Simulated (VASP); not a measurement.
# As (Pm-3m) in VASP: notebook, part 2 of 3

VASP 6.6.1.

## 3. Single point, PBEsol

The input, INCAR:

```
  PREC = Accurate
  ENCUT = 500
  EDIFF = 1E-6
  ISMEAR = -1
  SIGMA = 0.03
  LREAL = F
  LASPH = T
  NELM = 120
  ALGO = Normal
  ISIF = 2
  LWAVE = F
  LCHARG = F
  GGA = PS
  NBANDS = 8
  GGA_COMPAT = F
```

The input, KPOINTS:

```
regular mesh
0
Gamma
  6 6 6
```

The input, POSCAR:

```
As
1.0
    2.7036817444      0.0000000000      0.0000000000
    0.0000000000      2.7036817444      0.0000000000
    0.0000000000      0.0000000000      2.7036817444
As
1
Direct
    0.5000000000      0.5000000000      0.5000000000
```

Potentials or basis: VASP PAW PBE potentials, release 64 (As).

Launch:

```sh
> cat potpaw_PBE.64/As/POTCAR > POTCAR
> mpirun -np 1 vasp_std > vasp.out
```

OUTCAR:

```text
PREC = Accurate
   ENCUT = 500
   EDIFF = 1E-6
   ISMEAR = -1
   LREAL = F
   LASPH = T
   NELM = 120
   ISIF = 2
   GGA = PS

 ion  position               nearest neighbor table
   1  0.500  0.500  0.500-

  LATTYP: Found a simple cubic cell.
 ALAT       =     2.7036817444

  Lattice vectors:

 A1 = (   2.7036817444,   0.0000000000,   0.0000000000)
 A2 = (   0.0000000000,   2.7036817444,   0.0000000000)
 A3 = (   0.0000000000,   0.0000000000,   2.7036817444)

Analysis of symmetry for initial positions (statically):
=====================================================================
 Subroutine PRICEL returns:
 Original cell was already a primitive cell.

 Routine SETGRP: Setting up the symmetry group for a
 simple cubic supercell.

 Subroutine GETGRP returns: Found 48 space group operations
[... 9 lines left out ...]

 Routine SETGRP: Setting up the symmetry group for a
 simple cubic supercell.

 Subroutine GETGRP returns: Found 48 space group operations
[... 11 lines left out ...]
                                     Primitive cell

  volume of cell :      19.7636

  direct lattice vectors                    reciprocal lattice vectors
     2.703681744  0.000000000  0.000000000     0.369866018  0.000000000  0.000000000
     0.000000000  2.703681744  0.000000000     0.000000000  0.369866018  0.000000000
     0.000000000  0.000000000  2.703681744     0.000000000  0.000000000  0.369866018

  length of vectors
     2.703681744  2.703681744  2.703681744     0.369866018  0.369866018  0.369866018

  position of ions in fractional coordinates (direct lattice)
     0.500000000  0.500000000  0.500000000

  ion indices of the primitive-cell ions
   primitive index   ion index
                 1           1

----------------------------------------------------------------------------------------

 KPOINTS: regular mesh

Automatic generation of k-mesh.
 Grid dimensions read from file:
 generate k-points for:    6    6    6

 Generating k-lattice:

  Cartesian coordinates                     Fractional coordinates (reciprocal lattice)
     0.061644336  0.000000000  0.000000000     0.166666667  0.000000000  0.000000000
     0.000000000  0.061644336  0.000000000     0.000000000  0.166666667  0.000000000
     0.000000000  0.000000000  0.061644336     0.000000000  0.000000000  0.166666667

  Length of vectors
     0.061644336  0.061644336  0.061644336

  Shift w.r.t. Gamma in fractional coordinates (k-lattice)
     0.000000000  0.000000000  0.000000000

 Subroutine IBZKPT returns following result:
 ===========================================

 Found     20 irreducible k-points:

 Following reciprocal coordinates:
            Coordinates               Weight
  0.000000  0.000000  0.000000      1.000000
  0.166667  0.000000  0.000000      6.000000
  0.333333  0.000000  0.000000      6.000000
  0.500000  0.000000  0.000000      3.000000
  0.166667  0.166667  0.000000     12.000000
  0.333333  0.166667  0.000000     24.000000
[... 12 lines left out ...]
  0.500000  0.500000  0.333333      6.000000
  0.500000  0.500000  0.500000      1.000000
   k-points           NKPTS =     20   k-points in BZ     NKDIM =     20   number of bands    NBANDS=      8
   number of dos      NEDOS =    301   number of ions     NIONS =      1
   total plane-waves  NPLWV =   8000
   dimension x,y,z NGX =    20 NGY =   20 NGZ =   20
   dimension x,y,z NGXF=    40 NGYF=   40 NGZF=   40
   ions per type =               1
   NGX,Y,Z   is equivalent  to a cutoff of  12.30, 12.30, 12.30 a.u.
   NGXF,Y,Z  is equivalent  to a cutoff of  24.60, 24.60, 24.60 a.u.
 SYSTEM =  unknown system
   PREC   = accura    normal or accurate (medium, high low for compatibility)
   ISTART =      0    job   : 0-new  1-cont  2-samecut
   ICHARG =      2    charge: 1-file 2-atom 10-const
   ISPIN  =      1    spin polarized calculation?
   LNONCOLLINEAR =      F non collinear calculations
   LSORBIT =      F    spin-orbit coupling
   LASPH  =      T    aspherical Exc in radial PAW
   ENCUT  =  500.0 eV  36.75 Ry    6.06 a.u.   4.93  4.93  4.93*2*pi/ulx,y,z
   NELM   =    120;   NELMIN=  2; NELMDL= -5     # of ELM steps
   EDIFF  = 0.1E-05   stopping-criterion for ELM
   LREAL  =      F    real-space projection
   EDIFFG = 0.1E-04   stopping-criterion for IOM
   NSW    =      0    number of steps for IOM
   IBRION =     -1    ionic relax: 0-MD 1-quasi-New 2-CG
   NFREE  =      0    steps in history (QN), initial steepest desc. (CG)
   ISIF   =      2    stress and relaxation
   ISYM   =      2    0-nonsym 1-usesym 2-fastsym
   POTIM  = 0.5000    time-step for ionic-motion
   TEBEG  =    0.0;   TEEND  =   0.0 temperature during run
   PSTRESS=    0.0 pullay stress
   NELECT =       5.0000    total number of electrons
   NUPDOWN=      -1.0000    fix difference up-down
   EMIN   =  10.00;   EMAX   =-10.00  energy-range for DOS
   EFERMI =   0.00;   METHOD = LEGACY
   ISMEAR =    -1;   SIGMA  =   0.03  broadening in eV -4-tet -1-fermi 0-gaus
   EFERMI_NEDOS =   21; number of points for ismear=-14 and -15
   IALGO  =     38    algorithm
   IMIX   =      4    mixing-type and parameters
     AMIX     =   0.40;   BMIX     =  1.00
     AMIX_MAG =   1.60;   BMIX_MAG =  1.00
  volume/ion in A,a.u.               =      19.76       133.37
  Fermi-wavevector in a.u.,A,eV,Ry     =   1.035403  1.956627 14.586243  1.072059
  Thomas-Fermi vector in A             =   2.169744
   LORBIT       =      0    0 simple, 1 ext, 2 COOP (PROOUT), +10 PAW based schemes
   GGA     = PS    functional components
   LHFCALC =     F    Hartree Fock is set to
   AEXX    =    0.0000 exact exchange contribution
   IVDW    =     0    specifies the selected vdW correction
   LEPSILON=     F    determine dielectric tensor
   LRPA    =     F    only Hartree local field effects (RPA)
 non-spin polarized calculation
  energy-cutoff  :      500.00
  volume of cell :       19.76
 maximum number of plane-waves:       512
 NGX is ok and might be reduce to    20
   NGX =  9   NGY =  9   NGZ =  9

 number of electron       5.0000001 magnetization

 Free energy of the ion-electron system (eV)
  ---------------------------------------------------
  ext. energy  EPLUGINS =         0.00000000
  ---------------------------------------------------
  free energy    TOTEN  =        -5.05695482 eV

  energy without entropy =       -5.05533247  energy(sigma->0) =       -5.05614364

 E-fermi :   6.1672     XC(G=0): -10.5553

 val. band max:        6.0877610643   @ k =   0.1667   0.1667   0.0000
 cond. band min:       6.2467228455   @ k =   0.5000   0.3333   0.3333
 fundamental gap:      0.1589617812
 Fermi energy:         6.1672429610

 k-point     1 :       0.0000    0.0000    0.0000
  band No.  band energies     occupation
      1      -9.1808      2.00000
      2       9.9583      0.00000
      3       9.9583      0.00000
      4       9.9583      0.00000
      5      14.3135      0.00000
      6      14.3135      0.00000
      7      16.2107      0.00000
      8      30.7568      0.00000

 k-point     2 :       0.1667    0.0000    0.0000
  band No.  band energies     occupation
      1      -8.6727      2.00000
      2       5.8451      1.99996
      3      10.3997      0.00000
      4      10.3997      0.00000
      5      14.7684      0.00000
      6      16.0155      0.00000
      7      19.9218      0.00000
      8      26.4040      0.00000

 k-point     3 :       0.3333    0.0000    0.0000
  band No.  band energies     occupation
      1      -7.2625      2.00000
      2       1.1980      2.00000
      3      11.5051      0.00000
      4      11.5051      0.00000
      5      16.0048      0.00000
      6      17.6134      0.00000
      7      22.3035      0.00000
      8      22.3035      0.00000
[... 166 lines left out ...]
 k-point    19 :       0.5000    0.5000    0.3333
  band No.  band energies     occupation
      1      -0.6983      2.00000
      2       3.1644      2.00000
      3       3.1644      2.00000
      4       6.6606      0.00000
      5      10.2217      0.00000
      6      13.6048      0.00000
      7      13.6048      0.00000
      8      17.7610      0.00000

 k-point    20 :       0.5000    0.5000    0.5000
  band No.  band energies     occupation
      1       0.8881      2.00000
      2       3.9968      2.00000
      3       3.9968      2.00000
      4       3.9968      2.00000
      5      11.6998      0.00000
      6      11.6998      0.00000
      7      11.6998      0.00000
      8      15.1712      0.00000

------------------------ aborting loop because EDIFF is reached ----------------------------------------

  FORCE on cell =-STRESS in cart. coord.  units (eV):
  Direction    XX          YY          ZZ          XY          YZ          ZX
  --------------------------------------------------------------------------------------
  -------------------------------------------------------------------------------------
  Total       -0.1394748     -0.1394748     -0.1394748     -0.0000000      0.0000000      0.0000000
  in kB      -11.3067969    -11.3067969    -11.3067969     -0.0000000      0.0000000      0.0000000
  external PRESSURE =     -11.3067969 kB  Pullay stress =       0.0000000 kB

 VOLUME and BASIS-vectors are now :
 -----------------------------------------------------------------------------
  energy-cutoff  :      500.00
  volume of cell :       19.76
      direct lattice vectors                 reciprocal lattice vectors
     2.703681744  0.000000000  0.000000000     0.369866018  0.000000000  0.000000000
     0.000000000  2.703681744  0.000000000     0.000000000  0.369866018  0.000000000
     0.000000000  0.000000000  2.703681744     0.000000000  0.000000000  0.369866018

 POSITION                                       TOTAL-FORCE (eV/Angst)
 -----------------------------------------------------------------------------------
      1.35184      1.35184      1.35184         0.000000      0.000000      0.000000
 -----------------------------------------------------------------------------------
    total drift:                                0.000000      0.000000      0.000000

  FREE ENERGIE OF THE ION-ELECTRON SYSTEM (eV)
  ---------------------------------------------------
  free  energy   TOTEN  =        -5.0569548170 eV

  energy  without entropy=       -5.0553324720  energy(sigma->0) =       -5.05614364
```

stdout:

```text
POSCAR found type information on POSCAR As
 POSCAR found :  1 types and       1 ions
 scaLAPACK will be used
 -----------------------------------------------------------------------------
|                                                                             |
|                                                                             |
|     You enforced a specific xc type in the INCAR file but a different       |
|     I HOPE YOU KNOW WHAT YOU ARE DOING!                                     |
|                                                                             |
 -----------------------------------------------------------------------------

 LDA part: xc-table for (Slater+PW92), standard interpolation
 POSCAR, INCAR and KPOINTS ok, starting setup
 FFT: planning ... GRIDC
 FFT: planning ... GRID_SOFT
 FFT: planning ... GRID
 WAVECAR not read
 entering main loop
```

Run time: 5 s. Hardware: 1 thread of Intel Xeon 8259CL, shared host; peak memory 0.12 GiB.

What came out:

```yaml
Free_energy: -5.0570 eV
Pressure: -1.1 GPa
```

Levels at points of the mesh, in eV from the Fermi level:
| k point | band 1 | band 2 | band 3 | band 4 | band 5 | band 6 |
| --- | --- | --- | --- | --- | --- | --- |
| (0.00, 0.00, 0.00) | -15.35 | 3.79 | 3.79 | 3.79 | 8.15 | 8.15 |
| (0.50, 0.00, 0.00) | -12.19 | -7.33 | 6.09 | 6.09 | 10.85 | 13.64 |
| (0.50, 0.50, 0.00) | -8.90 | -4.63 | -4.63 | 2.05 | 8.26 | 16.13 |
| (0.50, 0.50, 0.50) | -5.28 | -2.17 | -2.17 | -2.17 | 5.53 | 5.53 |

Caveat: the k points lie up to 0.39 Å⁻¹ apart; the PAW data sets were made with another functional, which shifts forces and pressure a little.

## 4. Single point, r2SCAN

POSCAR is that of step 3.

The input, INCAR.step1:

```
SYSTEM = As
ALGO = Normal
EDIFF = 1E-4
ENCUT = 520
GGA = PE
ISMEAR = -1
LASPH = .True.
LCHARG = .False.
LREAL = .False.
LWAVE = .True.
NBANDS = 8
NELM = 100
PREC = Accurate
SIGMA = 0.05
```

The input, INCAR.step2:

```
SYSTEM = As
ALGO = Normal
EDIFF = 1E-6
ENCUT = 520
ISIF = 2
ISMEAR = -1
ISTART = 1
LASPH = .True.
LCHARG = .True.
LELF = .True.
LMIXTAU = .True.
LREAL = .False.
LVHAR = .True.
LWAVE = .False.
METAGGA = R2SCAN
NBANDS = 8
NELM = 100
PREC = Accurate
SIGMA = 0.05
```

The input, KPOINTS:

```
k-points
0
Gamma
  6 6 6
  0 0 0
```

Launch:

```sh
> cat potpaw_PBE.64/As/POTCAR > POTCAR
> cp INCAR.step1 INCAR
> mpirun -np 1 vasp_std > vasp.out
> cp INCAR.step2 INCAR
> mpirun -np 1 vasp_std > vasp.out
```

Wall time 4.9 s (1 thread of Intel Xeon 6975P-C (Granite Rapids), shared host); peak memory 0.12 GiB.

Results (log left out):

```
Free energy : -14.5805 eV
Pressure    : 0.3 GPa
```

Levels at points of the mesh, in eV from the Fermi level:
| k point | band 1 | band 2 | band 3 | band 4 | band 5 |
| --- | --- | --- | --- | --- | --- |
| (0.00, 0.00, 0.00) | -16.08 | 3.95 | 3.95 | 3.95 | 8.51 |
| (0.50, 0.00, 0.00) | -12.78 | -7.65 | 6.37 | 6.37 | 11.19 |
| (0.50, 0.50, 0.00) | -9.28 | -4.94 | -4.94 | 2.50 | 8.69 |
| (0.50, 0.50, 0.50) | -5.33 | -2.43 | -2.43 | -2.43 | 5.98 |

Caveat: the k points lie up to 0.39 Å⁻¹ apart; the PAW data sets were made with another functional, which shifts forces and pressure a little.

(Continued in part 3 of 3.)
